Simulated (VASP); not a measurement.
Here is a VASP 6.6.1 calculation.

Contents of INCAR:

```
PREC = Accurate ; ENCUT = 520
EDIFF = 1E-7 ; ISMEAR = 0
SIGMA = 0.1 ; LREAL = False
LASPH = True ; NELM = 60
ALGO = Fast ; ISIF = 2
LWAVE = False ; LCHARG = True
GGA = PE ; LELF = True
LVHAR = True ; NBANDS = 24
```

KPOINTS

```
Automatic mesh
0
Gamma
  3 3 3
```

Contents of POSCAR:

```
AlNi3
1.0
    3.5230547267      0.0000000000      0.0000000000
    0.0000000000      3.5230547267      0.0000000000
    0.0000000000      0.0000000000      3.5230547267
Al Ni
1 3
Direct
    0.0000000000      0.0000000000      0.0000000000
    0.0000000000      0.5000000000      0.5000000000
    0.5000000000      0.0000000000      0.5000000000
    0.5000000000      0.5000000000      0.0000000000
```

Potentials or basis: VASP PAW PBE potentials, release 64 (Al, Ni).

Run with:

```sh
$ cat potpaw_PBE.64/Al/POTCAR potpaw_PBE.64/Ni/POTCAR > POTCAR
$ mpirun -np 1 vasp_std > vasp.out
```

Problem. Predict the pressure.

Solution. 8.3 GPa.

Caveat: the k points lie up to 0.59 Å⁻¹ apart. Spin polarisation is off, so any magnetic state and its effect on volume and gap are missing.
